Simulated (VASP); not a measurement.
The system is Se.

```xyz
3
Lattice="6.7246 0.0000 0.0000 -3.3623 5.8237 0.0000 0.0000 0.0000 2.3862" Properties=species:S:1:pos:R:3 pbc="T T T"
Se    0.0000    0.0000    0.0000
Se    0.0000    3.8825    1.1931
Se    3.3623    1.9412    1.1931
```

This isn't the form of Se at room conditions, which is trigonal, of chains.

* Program: VASP 6.6.1
* Task: relaxation of cell and atoms
* Functional: PBE
* Potentials or basis: VASP PAW PBE potentials, release 64 (Se)
* Cutoff: 600 eV
* k mesh: 9 × 9 × 20
* Occupations: gaussian, width 0.1 eV
* Spin: no spin polarisation

At the start: pressure -0.1 GPa; volume 31.15 Å³/atom.

Task: How do energy, volume and symmetry change on relaxing?

Result: Over 16 steps the energy falls by 9.5 meV/atom and the volume is 37.02 Å³/atom (+18.8 %); space group P6/mmm (No. 191, to 0.1 Å) before and after.

The path:
```csv
step,energy change (eV),largest force (eV/Å),pressure (GPa),volume (Å³)
1,0.0000,0.0000,-0.05,93.45
2,-0.0015,0.0000,0.71,93.31
3,-0.0020,0.0000,0.44,93.36
4,-0.0050,0.0000,0.45,94.37
5,-0.0126,0.0000,0.50,97.43
6,-0.0223,0.0000,0.65,103.67
7,-0.0051,0.0000,1.41,116.62
8,-0.0229,0.0000,0.77,106.54
9,-0.0241,0.0000,0.68,107.11
10,-0.0269,0.0000,0.42,108.83
11,-0.0285,0.0000,-0.05,112.32
12,-0.0286,0.0000,0.02,111.81
13,-0.0286,0.0000,0.03,111.70
14,-0.0286,0.0000,0.03,111.64
15,-0.0286,0.0000,0.01,111.44
16,-0.0286,0.0000,-0.01,111.05
```

Final structure:
```
Se
1.0
     7.36638    0.00000    0.00000
    -3.68319    6.37947    0.00000
     0.00000    0.00000    2.36309
Se
3
Direct
  0.00000 0.00000 0.00000
  0.33333 0.66667 0.50000
  0.66667 0.33333 0.50000
```

Caveat: the volume moved by over 15 % at a fixed basis, so the end points are rough.
